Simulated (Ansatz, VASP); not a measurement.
**Cs: VASP beside Ansatz**

```xyz
1
Lattice="-3.1371 3.1371 3.1371 3.1371 -3.1371 3.1371 3.1371 3.1371 -3.1371" Properties=species:S:1:pos:R:3 pbc="T T T"
Cs    0.0000    0.0000    0.0000
```

Alike in both runs: functional r2SCAN; k mesh 10 × 10 × 10; occupations gaussian, width 0.1 eV; no spin polarisation.

Ansatz relaxed the structure, and its values are those at the end. VASP's run is a single point on that final structure, the one shown.

```csv
,VASP,Ansatz
version,VASP 6.6.1,Ansatz 0.2.0
potentials or method,"VASP PAW PBE potentials, release 64 (Cs_sv), cutoff 520 eV","scalar-relativistic, plane waves, PAW"
valence electrons in the cell,9,9
```

```tsv
	VASP	Ansatz	Ansatz less VASP
gap on the k mesh at the Fermi level (eV)	none	none	-
pressure (GPa)	0.0	0.0	0.00
```

VASP's potentials were made for PBE, not for r2SCAN. A gap of «none» marks a metal or a gap that the smearing closes. The functional is the same, so the differences come from potentials, cutoffs and numerics.

Neither program's run includes spin-orbit coupling.
